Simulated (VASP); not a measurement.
# PbSe (I4/mmm) in VASP: notebook

The runs below take PbSe through single point, with LDA.

All numbers are computed with VASP 6.6.1; they aren't measurements. Logs are shortened: lines on timing, memory, paths and dates and some standing lists are left out, and cuts for length are marked.

## Step 1: The cell of the first run

It takes space group I4/mmm (No. 139, tetragonal). Conventional cell: a = 4.999 Å, b = 4.999 Å, c = 4.595 Å, α = 90.00°, β = 90.00°, γ = 90.00°. Pb (site symmetry 4/mmm) has 2 Se at 2.30 Å within 3.0 Å. Se (site symmetry 4/mmm) has 2 Pb at 2.30 Å within 3.0 Å.

## Step 2: Single point, LDA

Contents of INCAR:

```
ALGO = Normal
EDIFF = 1E-6
ENCUT = 520
ISIF = 2
ISMEAR = 0
LASPH = True
LCHARG = True
LELF = True
LREAL = False
LVHAR = True
LWAVE = False
NBANDS = 17
NELM = 80
PREC = Accurate
SIGMA = 0.03
```

Contents of KPOINTS:

```
k-points
0
Gamma
  10 10 10
```

Contents of POSCAR:

```
PbSe
1.0
    0.0000000000      3.5349939539      2.2977460700
    3.5349939539      0.0000000000      2.2977460700
    3.5349939539      3.5349939539      0.0000000000
Pb Se
1 1
Direct
    0.0000000000      0.0000000000      0.0000000000
    0.5000000000      0.5000000000      0.5000000000
```

Potentials or basis: VASP PAW LDA potentials, release 64 (Pb_d, Se).

Started as:

```bash
$ cat potpaw_LDA.64/Pb_d/POTCAR potpaw_LDA.64/Se/POTCAR > POTCAR
$ mpirun -np 1 vasp_std > vasp.out
```

OUTCAR:

```text
EDIFF = 1E-6
   ENCUT = 520
   ISIF = 2
   ISMEAR = 0
   LASPH = True
   LREAL = False
   NELM = 80
   PREC = Accurate

 ion  position               nearest neighbor table
   1  0.000  0.000  0.000-   2 2.30   2 2.30
   2  0.500  0.500  0.500-   1 2.30   1 2.30

  LATTYP: Found a body centered tetragonal cell.
 ALAT       =     4.9992363925
 C/A-ratio  =     0.9192388155

  Lattice vectors:

 A1 = (   0.0000000000,  -3.5349939539,  -2.2977460700)
 A2 = (   0.0000000000,   3.5349939539,  -2.2977460700)
 A3 = (   3.5349939539,   0.0000000000,   2.2977460700)

Analysis of symmetry for initial positions (statically):
=====================================================================
 Subroutine PRICEL returns:
 Original cell was already a primitive cell.

 Routine SETGRP: Setting up the symmetry group for a
 body centered tetragonal supercell.

 Subroutine GETGRP returns: Found 16 space group operations
 (whereof 16 operations were pure point group operations)
 out of a pool of 16 trial point group operations.

The static configuration has the point symmetry D_4h.

Analysis of symmetry for dynamics (positions and initial velocities):
=====================================================================
 Subroutine PRICEL returns:
 Original cell was already a primitive cell.

 Routine SETGRP: Setting up the symmetry group for a
 body centered tetragonal supercell.

 Subroutine GETGRP returns: Found 16 space group operations
 (whereof 16 operations were pure point group operations)
 out of a pool of 16 trial point group operations.

The dynamic configuration has the point symmetry D_4h.

 Subroutine INISYM returns: Found 16 space group operations
 (whereof 16 operations are pure point group operations),
 and found     1 'primitive' translations

----------------------------------------------------------------------------------------

                                     Primitive cell

  volume of cell :      57.4261

  direct lattice vectors                    reciprocal lattice vectors
     0.000000000  3.534993954  2.297746070    -0.141442958  0.141442958  0.217604550
     3.534993954  0.000000000  2.297746070     0.141442958 -0.141442958  0.217604550
     3.534993954  3.534993954  0.000000000     0.141442958  0.141442958 -0.217604550

  length of vectors
     4.216137955  4.216137955  4.999236393     0.295573951  0.295573951  0.295573951

  position of ions in fractional coordinates (direct lattice)
     0.000000000  0.000000000  0.000000000
     0.500000000  0.500000000  0.500000000

  ion indices of the primitive-cell ions
   primitive index   ion index
                 1           1
                 2           2

----------------------------------------------------------------------------------------

 KPOINTS: k-points

Automatic generation of k-mesh.
 Grid dimensions read from file:
 generate k-points for:   10   10   10

 Generating k-lattice:

  Cartesian coordinates                     Fractional coordinates (reciprocal lattice)
    -0.014144296  0.014144296  0.021760455     0.100000000 -0.000000000  0.000000000
     0.014144296 -0.014144296  0.021760455    -0.000000000  0.100000000  0.000000000
     0.014144296  0.014144296 -0.021760455     0.000000000  0.000000000  0.100000000

  Length of vectors
     0.029557395  0.029557395  0.029557395

  Shift w.r.t. Gamma in fractional coordinates (k-lattice)
     0.000000000  0.000000000  0.000000000

 Subroutine IBZKPT returns following result:
 ===========================================

 Found    102 irreducible k-points:

 Following reciprocal coordinates:
            Coordinates               Weight
  0.000000  0.000000  0.000000      1.000000
  0.100000 -0.000000  0.000000      8.000000
  0.200000 -0.000000  0.000000      8.000000
  0.300000 -0.000000  0.000000      8.000000
  0.400000 -0.000000  0.000000      8.000000
  0.500000 -0.000000  0.000000      4.000000
[... 16 lines left out ...]
  0.300000  0.300000  0.000000      2.000000
  0.400000  0.300000  0.000000      8.000000
 [... further k-points ...]
   k-points           NKPTS =    102   k-points in BZ     NKDIM =    102   number of bands    NBANDS=     17
   number of dos      NEDOS =    301   number of ions     NIONS =      2
   total plane-waves  NPLWV =  40960
   dimension x,y,z NGX =    32 NGY =   32 NGZ =   40
   dimension x,y,z NGXF=    64 NGYF=   64 NGZF=   80
   ions per type =               1   1
   NGX,Y,Z   is equivalent  to a cutoff of  12.62, 12.62, 13.30 a.u.
   NGXF,Y,Z  is equivalent  to a cutoff of  25.24, 25.24, 26.60 a.u.
 SYSTEM =  unknown system
   PREC   = accura    normal or accurate (medium, high low for compatibility)
   ISTART =      0    job   : 0-new  1-cont  2-samecut
   ICHARG =      2    charge: 1-file 2-atom 10-const
   ISPIN  =      1    spin polarized calculation?
   LNONCOLLINEAR =      F non collinear calculations
   LSORBIT =      F    spin-orbit coupling
   LASPH  =      T    aspherical Exc in radial PAW
   ENCUT  =  520.0 eV  38.22 Ry    6.18 a.u.   7.84  7.84  9.30*2*pi/ulx,y,z
   NELM   =     80;   NELMIN=  2; NELMDL= -5     # of ELM steps
   EDIFF  = 0.1E-05   stopping-criterion for ELM
   LREAL  =      F    real-space projection
   EDIFFG = 0.1E-04   stopping-criterion for IOM
   NSW    =      0    number of steps for IOM
   IBRION =     -1    ionic relax: 0-MD 1-quasi-New 2-CG
   NFREE  =      0    steps in history (QN), initial steepest desc. (CG)
   ISIF   =      2    stress and relaxation
   ISYM   =      2    0-nonsym 1-usesym 2-fastsym
   POTIM  = 0.5000    time-step for ionic-motion
   TEBEG  =    0.0;   TEEND  =   0.0 temperature during run
   PSTRESS=    0.0 pullay stress
   NELECT =      20.0000    total number of electrons
   NUPDOWN=      -1.0000    fix difference up-down
   EMIN   =  10.00;   EMAX   =-10.00  energy-range for DOS
   EFERMI =   0.00;   METHOD = LEGACY
   ISMEAR =     0;   SIGMA  =   0.03  broadening in eV -4-tet -1-fermi 0-gaus
   EFERMI_NEDOS =   21; number of points for ismear=-14 and -15
   IALGO  =     38    algorithm
   IMIX   =      4    mixing-type and parameters
     AMIX     =   0.40;   BMIX     =  1.00
     AMIX_MAG =   1.60;   BMIX_MAG =  1.00
  volume/ion in A,a.u.               =      28.71       193.77
  Fermi-wavevector in a.u.,A,eV,Ry     =   1.151812  2.176610 18.050462  1.326672
  Thomas-Fermi vector in A             =   2.288467
   LORBIT       =      0    0 simple, 1 ext, 2 COOP (PROOUT), +10 PAW based schemes
   GGA     = CA    functional components
   LHFCALC =     F    Hartree Fock is set to
   AEXX    =    0.0000 exact exchange contribution
   IVDW    =     0    specifies the selected vdW correction
   LEPSILON=     F    determine dielectric tensor
   LRPA    =     F    only Hartree local field effects (RPA)
 non-spin polarized calculation
 Gauss-broadening in eV      SIGMA  =   0.03
  energy-cutoff  :      520.00
  volume of cell :       57.43
 maximum number of plane-waves:      1564
   NGX = 15   NGY = 15   NGZ = 19

 number of electron      19.9999998 magnetization

 Free energy of the ion-electron system (eV)
  ---------------------------------------------------
  ext. energy  EPLUGINS =         0.00000000
  ---------------------------------------------------
  free energy    TOTEN  =        -6.08045182 eV

  energy without entropy =       -6.07956397  energy(sigma->0) =       -6.08000789

 E-fermi :   5.7653     XC(G=0):  -9.6426

 val. band max:        5.7612524298   @ k =  -0.4000   0.3000   0.2000
 cond. band min:       5.7664799260   @ k =  -0.4000   0.0000   0.1000
 fundamental gap:      0.0052274963
 Fermi energy:         5.7652727402

 k-point     1 :       0.0000    0.0000    0.0000
  band No.  band energies     occupation
      1     -13.4812      2.00000
      2     -12.2447      2.00000
      3     -12.2447      2.00000
      4     -12.0683      2.00000
      5     -12.0209      2.00000
      6      -9.1801      2.00000
[... 9 lines left out ...]
     16      11.8121      0.00000
     17      13.9593      0.00000

 k-point     2 :       0.1000   -0.0000    0.0000
  band No.  band energies     occupation
      1     -13.4357      2.00000
      2     -12.2458      2.00000
      3     -12.2457      2.00000
      4     -12.0655      2.00000
      5     -12.0221      2.00000
      6      -9.1668      2.00000
[... 9 lines left out ...]
     16      12.3820      0.00000
     17      13.0606      0.00000

 k-point     3 :       0.2000   -0.0000    0.0000
  band No.  band energies     occupation
      1     -13.3121      2.00000
      2     -12.2492      2.00000
      3     -12.2490      2.00000
      4     -12.0572      2.00000
      5     -12.0252      2.00000
      6      -9.1280      2.00000
[... 9 lines left out ...]
     16      13.4687      0.00000
     17      13.7660      0.00000

 k-point     4 :       0.3000   -0.0000    0.0000
  band No.  band energies     occupation
      1     -13.1488      2.00000
      2     -12.2549      2.00000
      3     -12.2534      2.00000
      4     -12.0455      2.00000
      5     -12.0289      2.00000
      6      -9.0709      2.00000
[... 9 lines left out ...]
     16      14.1956      0.00000
     17      15.0959      0.00000
[... 343 lines left out ...]
      1     -13.4956      2.00000
      2     -12.2285      2.00000
      3     -12.2266      2.00000
      4     -12.0501      2.00000
      5     -12.0291      2.00000
      6      -8.7504      2.00000
[... 9 lines left out ...]
     16      14.1721      0.00000
     17      14.5139      0.00000

 k-point    23 :       0.3000    0.3000    0.0000
  band No.  band energies     occupation
      1     -13.0343      2.00000
      2     -12.2433      2.00000
      3     -12.2433      2.00000
      4     -12.0442      2.00000
      5     -12.0267      2.00000
      6      -8.7560      2.00000
[... 9 lines left out ...]
     16      13.8847      0.00000
     17      18.3679      0.00000

 k-point    24 :       0.4000    0.3000    0.0000
  band No.  band energies     occupation
      1     -13.1948      2.00000
      2     -12.2285      2.00000
      3     -12.2283      2.00000
      4     -12.0484      2.00000
      5     -12.0187      2.00000
      6      -8.3932      2.00000
[... 9 lines left out ...]
     16      16.0158      0.00000
     17      17.5245      0.00000

 [... further k-points ...]

------------------------ aborting loop because EDIFF is reached ----------------------------------------

  FORCE on cell =-STRESS in cart. coord.  units (eV):
  Direction    XX          YY          ZZ          XY          YZ          ZX
  --------------------------------------------------------------------------------------
  -------------------------------------------------------------------------------------
  Total       -0.9817695     -0.9817695     27.9059919      0.0000000     -0.0000000      0.0000000
  in kB      -27.3911795    -27.3911795    778.5717978      0.0000000     -0.0000000      0.0000000
  external PRESSURE =     241.2631462 kB  Pullay stress =       0.0000000 kB

 VOLUME and BASIS-vectors are now :
 -----------------------------------------------------------------------------
  energy-cutoff  :      520.00
  volume of cell :       57.43
      direct lattice vectors                 reciprocal lattice vectors
     0.000000000  3.534993954  2.297746070    -0.141442958  0.141442958  0.217604550
     3.534993954  0.000000000  2.297746070     0.141442958 -0.141442958  0.217604550
     3.534993954  3.534993954  0.000000000     0.141442958  0.141442958 -0.217604550

 POSITION                                       TOTAL-FORCE (eV/Angst)
 -----------------------------------------------------------------------------------
      0.00000      0.00000      0.00000         0.000000     -0.000000      0.000000
      3.53499      3.53499      2.29775        -0.000000      0.000000     -0.000000
 -----------------------------------------------------------------------------------
    total drift:                                0.000000     -0.000000     -0.000000

  FREE ENERGIE OF THE ION-ELECTRON SYSTEM (eV)
  ---------------------------------------------------
  free  energy   TOTEN  =        -6.0804518151 eV

  energy  without entropy=       -6.0795639665  energy(sigma->0) =       -6.08000789
```

Run time: 36 s. Hardware: 1 thread of Intel Xeon 6975P-C (Granite Rapids), shared host; peak memory 0.24 GiB.

What came out:

```yaml
Free_energy: -6.0805 eV
Pressure: 24.1 GPa
Band_gap_on_the_k_mesh: zero (bands 10 and 11 overlap by 1.46 eV)
```

Caveat: the cell stands under pressure; spin-orbit coupling is left out, which moves the levels of the heavy elements.

(Continued in part 2 of 2.)
